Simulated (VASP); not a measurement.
# TiO2 (Pm) in VASP: notebook

TiO2 is run at these levels: PBE+U; tasks: single point.

Everything below comes from runs of VASP 6.6.1. Logs are shortened: lines on timing, memory, paths and dates and some standing lists are left out, and cuts for length are marked.

### Step 1. The cell of the first run

Symmetry: Pm, No. 6, monoclinic system. Conventional cell: a = 4.640 Å, b = 3.006 Å, c = 4.640 Å, α = 90.00°, β = 90.00°, γ = 90.00°. Ti (site symmetry m) has 3 O at 1.64 to 1.78 Å within 2.2 Å. Ti (site symmetry m) has 6 O at 1.97 to 2.01 Å within 2.6 Å. Within 2.6 Å of O (site symmetry m) lie 3 Ti at 1.97 to 2.47 Å and 1 O at 2.55 Å. Within 2.7 Å of O (site symmetry m) lie 3 Ti at 2.01 to 2.31 Å and 1 O at 2.55 Å. Within 2.2 Å of O (site symmetry m) lie 3 Ti at 1.64 to 1.97 Å. O (site symmetry m) has 3 Ti at 1.78 to 2.01 Å within 2.4 Å.

### Step 2. Single point, PBE+U (atom 1 (Ti) moved by (-0.600, +0.000) A along x and z)

File INCAR:

```
SYSTEM = TiO2
  ALGO = Normal
  EDIFF = 1E-6
  ENCUT = 520
  GGA = PE
  ISIF = 2
  ISMEAR = 0
  LASPH = .True.
  LCHARG = .False.
  LDAU = .True.
  LDAUJ = 0 0
  LDAUL = 2 -1
  LDAUPRINT = 1
  LDAUTYPE = 2
  LDAUU = 4 0
  LMAXMIX = 4
  LREAL = .False.
  LWAVE = .False.
  NBANDS = 33
  NELM = 150
  PREC = Accurate
  SIGMA = 0.05
```

File KPOINTS:

```
k-points
0
Gamma
  6 6 10
  0 0 0
```

File POSCAR:

```
TiO2
1.0
    4.6403824120      0.0000000000      0.0000000000
    0.0000000000      4.6403824120      0.0000000000
    0.0000000000      0.0000000000      3.0063836717
Ti O
2 4
Direct
   -0.1292996884      0.0000000000      0.0000000000
    0.5000000000      0.5000000000      0.5000000000
    0.3056475955      0.3056475955      0.0000000000
    0.1943524045      0.8056475955      0.5000000000
    0.6943524045      0.6943524045      0.0000000000
    0.8056475955      0.1943524045      0.5000000000
```

Potentials or basis: VASP PAW PBE potentials, release 64 (Ti_sv, O).

Run with:

```sh
$ cat potpaw_PBE.64/Ti_sv/POTCAR potpaw_PBE.64/O/POTCAR > POTCAR
$ mpirun -np 1 vasp_std > vasp.out
```

OUTCAR:

```text
SYSTEM = TiO2
   EDIFF = 1E-6
   ENCUT = 520
   GGA = PE
   ISIF = 2
   ISMEAR = 0
   LASPH = .True.
   LREAL = .False.
   NELM = 150
   PREC = Accurate

 ion  position               nearest neighbor table
   1  0.871  0.000  0.000-   5 1.64   6 1.78   6 1.78   4 2.31   4 2.31
   2  0.500  0.500  0.500-   3 1.97   5 1.97   3 1.97   5 1.97   4 2.01   6 2.01
   3  0.306  0.306  0.000-   2 1.97   2 1.97
   4  0.194  0.806  0.500-   2 2.01   1 2.31   1 2.31
   5  0.694  0.694  0.000-   1 1.64   2 1.97   2 1.97
   6  0.806  0.194  0.500-   1 1.78   1 1.78   2 2.01

  LATTYP: Found a simple tetragonal cell.
 ALAT       =     4.6403824120
 C/A-ratio  =     0.6478741200

  Lattice vectors:

 A1 = (   4.6403824120,   0.0000000000,   0.0000000000)
 A2 = (   0.0000000000,   4.6403824120,   0.0000000000)
 A3 = (   0.0000000000,   0.0000000000,   3.0063836717)

Analysis of symmetry for initial positions (statically):
=====================================================================
 Subroutine PRICEL returns:
 Original cell was already a primitive cell.

 Routine SETGRP: Setting up the symmetry group for a
 simple tetragonal supercell.

 Subroutine GETGRP returns: Found  2 space group operations
 (whereof  2 operations were pure point group operations)
 out of a pool of 16 trial point group operations.

The static configuration has the point symmetry C_1h.

Analysis of symmetry for dynamics (positions and initial velocities):
=====================================================================
 Subroutine PRICEL returns:
 Original cell was already a primitive cell.

 Routine SETGRP: Setting up the symmetry group for a
 simple tetragonal supercell.

 Subroutine GETGRP returns: Found  2 space group operations
 (whereof  2 operations were pure point group operations)
[... 191 lines left out ...]

  0.1907  0.0000  0.0776  0.0000 -0.0087
  0.0000  0.1844  0.0000  0.0753  0.0000
  0.0776  0.0000  0.1409  0.0000  0.0000
  0.0000  0.0753  0.0000  0.1833  0.0000
 -0.0087  0.0000  0.0000  0.0000  0.1137

spin component  2

  0.1907  0.0000  0.0776  0.0000 -0.0087
  0.0000  0.1844  0.0000  0.0753  0.0000
  0.0776  0.0000  0.1409  0.0000  0.0000
  0.0000  0.0753  0.0000  0.1833  0.0000
 -0.0087  0.0000  0.0000  0.0000  0.1137

 occupancies and eigenvectors

  o =  0.0834  v =  0.5867 -0.0000 -0.7922  0.0000  0.1679  0.0000  0.0000  0.0000  0.0000  0.0000      0.0000  0.0000  0.0000  0.0000  0.0000  0.0000  0.0000  0.0000  0.0000  0.0000
  o =  0.0834  v =  0.0000  0.0000  0.0000  0.0000  0.0000  0.5867 -0.0000 -0.7922  0.0000  0.1679      0.0000  0.0000  0.0000  0.0000  0.0000  0.0000  0.0000  0.0000  0.0000  0.0000
  o =  0.1086  v =  0.0000  0.7046  0.0000 -0.7096  0.0000  0.0000  0.0000  0.0000  0.0000  0.0000      0.0000  0.0000  0.0000  0.0000  0.0000  0.0000  0.0000  0.0000  0.0000  0.0000
  o =  0.1086  v =  0.0000  0.0000  0.0000  0.0000  0.0000  0.0000  0.7046  0.0000 -0.7096  0.0000      0.0000  0.0000  0.0000  0.0000  0.0000  0.0000  0.0000  0.0000  0.0000  0.0000
  o =  0.1142  v =  0.0573  0.0000 -0.1662 -0.0000 -0.9844  0.0000  0.0000  0.0000  0.0000  0.0000      0.0000  0.0000  0.0000  0.0000  0.0000  0.0000  0.0000  0.0000  0.0000  0.0000
  o =  0.1142  v =  0.0000  0.0000  0.0000  0.0000  0.0000  0.0573  0.0000 -0.1662 -0.0000 -0.9844      0.0000  0.0000  0.0000  0.0000  0.0000  0.0000  0.0000  0.0000  0.0000  0.0000
  o =  0.2477  v =  0.8078  0.0000  0.5871  0.0000 -0.0521  0.0000  0.0000  0.0000  0.0000  0.0000      0.0000  0.0000  0.0000  0.0000  0.0000  0.0000  0.0000  0.0000  0.0000  0.0000
  o =  0.2477  v =  0.0000  0.0000  0.0000  0.0000  0.0000  0.8078  0.0000  0.5871  0.0000 -0.0521      0.0000  0.0000  0.0000  0.0000  0.0000  0.0000  0.0000  0.0000  0.0000  0.0000
  o =  0.2591  v =  0.0000  0.0000  0.0000  0.0000  0.0000  0.0000 -0.7096  0.0000 -0.7046  0.0000      0.0000  0.0000  0.0000  0.0000  0.0000  0.0000  0.0000  0.0000  0.0000  0.0000
  o =  0.2591  v =  0.0000 -0.7096  0.0000 -0.7046  0.0000  0.0000  0.0000  0.0000  0.0000  0.0000      0.0000  0.0000  0.0000  0.0000  0.0000  0.0000  0.0000  0.0000  0.0000  0.0000

 number of electron      48.0000025 magnetization

 Free energy of the ion-electron system (eV)
  ---------------------------------------------------
  ext. energy  EPLUGINS =         0.00000000
  ---------------------------------------------------
  free energy    TOTEN  =       -45.27553673 eV

  energy without entropy =      -45.27553673  energy(sigma->0) =      -45.27553673

 E-fermi :   5.9226     XC(G=0): -11.2017

 val. band max:        5.6154546045   @ k =   0.0000   0.0000   0.0000
 cond. band min:       7.2736017318   @ k =   0.0000   0.1667   0.0000
 fundamental gap:      1.6581471273
 Fermi energy:         5.9226393604

 k-point     1 :       0.0000    0.0000    0.0000
  band No.  band energies     occupation
      1     -53.1423      2.00000
      2     -53.0095      2.00000
      3     -29.7178      2.00000
      4     -29.3580      2.00000
      5     -29.2743      2.00000
      6     -29.2319      2.00000
[... 853 lines left out ...]
     32      10.4265      0.00000
     33      11.4179      0.00000

 [... further k-points ...]

------------------------ aborting loop because EDIFF is reached ----------------------------------------

  FORCE on cell =-STRESS in cart. coord.  units (eV):
  Direction    XX          YY          ZZ          XY          YZ          ZX
  --------------------------------------------------------------------------------------
  -------------------------------------------------------------------------------------
  Total       -0.4269667     14.4350489     12.1534315      7.4963118      0.0000000      0.0000000
  in kB      -10.5670223    357.2538294    300.7859545    185.5266376      0.0000000      0.0000000
  external PRESSURE =     215.8242539 kB  Pullay stress =       0.0000000 kB

 VOLUME and BASIS-vectors are now :
 -----------------------------------------------------------------------------
  energy-cutoff  :      520.00
  volume of cell :       64.74
      direct lattice vectors                 reciprocal lattice vectors
     4.640382412  0.000000000  0.000000000     0.215499481  0.000000000  0.000000000
     0.000000000  4.640382412  0.000000000     0.000000000  0.215499481  0.000000000
     0.000000000  0.000000000  3.006383672     0.000000000  0.000000000  0.332625543

 POSITION                                       TOTAL-FORCE (eV/Angst)
 -----------------------------------------------------------------------------------
      4.04038      0.00000      0.00000         9.651271      1.973441      0.000000
      2.32019      2.32019      1.50319        -6.320962      0.007865      0.000000
      1.41832      1.41832      0.00000         1.371674      0.316347      0.000000
      0.90187      3.73851      1.50319        -0.531428     -0.371334      0.000000
      3.22206      3.22206      0.00000        -2.582166     -5.009538      0.000000
      3.73851      0.90187      1.50319        -1.588389      3.083218      0.000000
 -----------------------------------------------------------------------------------
    total drift:                                0.000275      0.000088     -0.000001

  FREE ENERGIE OF THE ION-ELECTRON SYSTEM (eV)
  ---------------------------------------------------
  free  energy   TOTEN  =       -45.2755367336 eV

  energy  without entropy=      -45.2755367336  energy(sigma->0) =      -45.27553673
```

OSZICAR:

```text
N       E                     dE             d eps       ncg     rms          rms(c)
DAV:   1     0.667280928008E+03    0.66728E+03   -0.23533E+04  7920   0.171E+03
DAV:   2     0.386469868727E+02   -0.62863E+03   -0.58583E+03  8506   0.515E+02
DAV:   3    -0.581586050479E+02   -0.96806E+02   -0.95233E+02 10897   0.192E+02
DAV:   4    -0.640458767196E+02   -0.58873E+01   -0.58682E+01 11656   0.449E+01
DAV:   5    -0.642561702095E+02   -0.21029E+00   -0.21027E+00 10304   0.719E+00    0.354E+01
DAV:   6    -0.453376697489E+02    0.18919E+02   -0.79774E+01 11231   0.938E+01    0.126E+01
DAV:   7    -0.457508716985E+02   -0.41320E+00   -0.15044E+01 10785   0.324E+01    0.101E+01
DAV:   8    -0.452571008974E+02    0.49377E+00   -0.10848E+00 11248   0.105E+01    0.584E+00
DAV:   9    -0.453818238728E+02   -0.12472E+00   -0.91565E-01 11140   0.919E+00    0.309E+00
DAV:  10    -0.452781243042E+02    0.10370E+00   -0.26418E-01 10740   0.525E+00    0.863E-01
DAV:  11    -0.452746006976E+02    0.35236E-02   -0.27954E-02 10339   0.152E+00    0.416E-01
DAV:  12    -0.452757602641E+02   -0.11596E-02   -0.15313E-02  9622   0.855E-01    0.243E-01
DAV:  13    -0.452755721243E+02    0.18814E-03   -0.27759E-03  8805   0.377E-01    0.561E-02
DAV:  14    -0.452755374892E+02    0.34635E-04   -0.19785E-04 10984   0.995E-02    0.342E-02
DAV:  15    -0.452755378437E+02   -0.35454E-06   -0.36677E-05  9618   0.464E-02    0.135E-02
DAV:  16    -0.452755365182E+02    0.13256E-05   -0.83553E-06  9251   0.261E-02    0.510E-03
DAV:  17    -0.452755367336E+02   -0.21544E-06   -0.10079E-06  4389   0.991E-03
   1 F= -.45275537E+02 E0= -.45275537E+02  d E =-.317433E-20
```

stdout:

```text
POSCAR found type information on POSCAR TiO
 POSCAR found :  2 types and       6 ions
 scaLAPACK will be used
 LDA part: xc-table for (Slater+PW92), standard interpolation
 POSCAR, INCAR and KPOINTS ok, starting setup
 FFT: planning ... GRIDC
 FFT: planning ... GRID_SOFT
 FFT: planning ... GRID
 WAVECAR not read
 entering main loop
```

It took 1.9 min on 1 thread of Intel Xeon 6975P-C (Granite Rapids), shared host; peak memory 0.31 GiB.

Results:

* Free energy: -45.2755 eV
* Pressure: 21.6 GPa
* Largest force: 9.851 eV/Å
* Band gap on the k mesh: 1.66 eV, indirect (least direct gap 1.70 eV)

Forces on the atoms (eV/Å):
```
Ti   9.651  1.973  0.000
Ti  -6.321  0.008  0.000
O    1.372  0.316  0.000
O   -0.531 -0.371  0.000
O   -2.582 -5.010  0.000
O   -1.588  3.083  0.000
```

Levels at points of the mesh, in eV from the valence-band top:
```csv
k point,band 22,band 23,band 24,band 25,band 26,band 27
"(0.00, 0.00, 0.00)",-1.47,-0.68,0.00,1.70,2.19,2.38
"(0.50, 0.00, 0.00)",-2.45,-0.83,-0.34,1.68,2.39,2.70
"(0.00, 0.50, 0.00)",-1.60,-0.84,-0.75,1.92,2.20,2.32
"(0.50, 0.50, 0.00)",-1.94,-0.91,-0.79,1.67,2.32,2.53
"(0.00, 0.00, 0.50)",-2.20,-2.12,-1.12,2.06,2.33,2.66
"(0.50, 0.00, 0.50)",-2.32,-1.78,-0.92,2.10,2.37,2.40
"(0.00, 0.50, 0.50)",-2.74,-0.93,-0.88,1.86,2.13,2.49
"(0.50, 0.50, 0.50)",-2.07,-1.12,-0.54,1.91,1.93,2.76
```

Eigenvalues of the final occupation matrices:
| site | spin | trace | eigenvalues |
| --- | --- | --- | --- |
| site 1 d | 1 | 0.97 | 0.11 0.13 0.16 0.25 0.32 |
| site 1 d | 2 | 0.97 | 0.11 0.13 0.16 0.25 0.32 |
| site 2 d | 1 | 0.81 | 0.08 0.11 0.11 0.25 0.26 |
| site 2 d | 2 | 0.81 | 0.08 0.11 0.11 0.25 0.26 |

Caveat: the cell differs from its parent crystal (atom 1 (Ti) moved by (-0.600, +0.000) A along x and z); forces of over 1 eV/Å act on the atoms, so gaps and moduli don't describe the material at rest.

### Step 3. Single point, PBE+U (atom 1 (Ti) moved by (-0.300, +0.000) A along x and z)

File INCAR:

```
SYSTEM = TiO2
PREC = Accurate
ENCUT = 520
EDIFF = 1E-7
ISMEAR = 0
SIGMA = 0.05
LREAL = .False.
LASPH = .True.
NELM = 150
ALGO = Normal
ISIF = 2
LWAVE = .False.
LCHARG = .False.
LMAXMIX = 4
LDAU = .True.
LDAUTYPE = 2
LDAUL = 2 -1
LDAUU = 4 0
LDAUJ = 0 0
LDAUPRINT = 1
GGA = PE
NBANDS = 33
```

File KPOINTS:

```
regular mesh
0
Gamma
  6 6 10
  0 0 0
```

POSCAR, as its differences from that of step 2:

```diff
@@ -8,3 +8,3 @@
 Direct
-   -0.1292996884      0.0000000000      0.0000000000
+   -0.0646498442      0.0000000000      0.0000000000
     0.5000000000      0.5000000000      0.5000000000
```

Potentials or basis: VASP PAW PBE potentials, release 64 (Ti_sv, O).

Run with:

```sh
$ cat potpaw_PBE.64/Ti_sv/POTCAR potpaw_PBE.64/O/POTCAR > POTCAR
$ mpirun -np 1 vasp_std > vasp.out
```

Wall time 2 min (1 thread of Intel Xeon 6975P-C (Granite Rapids), shared host); peak memory 0.31 GiB.

Results (log left out):

| Quantity | Value |
| --- | --- |
| Free energy | -47.6139 eV |
| Pressure | 8.9 GPa |
| Largest force | 5.552 eV/Å |
| Band gap on the k mesh | 1.93 eV, indirect (least direct gap 2.01 eV) |

Forces in eV/Å, atoms in the order of the input:
```
Ti   5.498 -0.768  0.000
Ti  -3.665 -0.004  0.000
O    0.430  0.164  0.000
O   -0.586  0.116  0.000
O   -0.554 -0.824  0.000
O   -1.122  1.315  0.000
```

Stress tensor (GPa, compression positive):
```
 3.00  5.07  0.00
 5.07 11.56  0.00
 0.00  0.00 12.12
```

Levels at points of the mesh, in eV from the valence-band top:
```csv
k point,band 21,band 22,band 23,band 24,band 25,band 26,band 27,band 28
"(0.00, 0.00, 0.00)",-1.48,-1.06,-0.99,0.00,2.01,2.35,2.46,2.61
"(0.50, 0.00, 0.00)",-2.26,-2.11,-1.34,-0.42,2.32,2.75,2.80,3.15
"(0.00, 0.50, 0.00)",-2.10,-1.43,-1.23,-0.81,2.42,2.65,2.72,3.13
"(0.50, 0.50, 0.00)",-1.93,-1.61,-1.26,-1.12,1.93,2.33,2.51,2.61
"(0.00, 0.00, 0.50)",-2.77,-2.59,-1.79,-1.37,2.68,2.83,3.04,3.06
"(0.50, 0.00, 0.50)",-2.50,-2.22,-1.58,-1.04,2.11,2.23,3.00,3.14
"(0.00, 0.50, 0.50)",-2.75,-2.60,-1.03,-1.01,2.00,2.10,3.01,3.13
"(0.50, 0.50, 0.50)",-2.05,-2.02,-0.84,-0.65,2.42,2.71,2.85,3.11
```

Eigenvalues of the final occupation matrices:
| site | spin | trace | eigenvalues |
| --- | --- | --- | --- |
| site 1 d | 1 | 0.83 | 0.09 0.11 0.11 0.26 0.26 |
| site 1 d | 2 | 0.83 | 0.09 0.11 0.11 0.26 0.26 |
| site 2 d | 1 | 0.79 | 0.08 0.10 0.10 0.24 0.26 |
| site 2 d | 2 | 0.79 | 0.08 0.10 0.10 0.24 0.26 |

Caveat: the cell differs from its parent crystal (atom 1 (Ti) moved by (-0.300, +0.000) A along x and z); forces of over 1 eV/Å act on the atoms, so gaps and moduli don't describe the material at rest. A k mesh can miss the band edges.
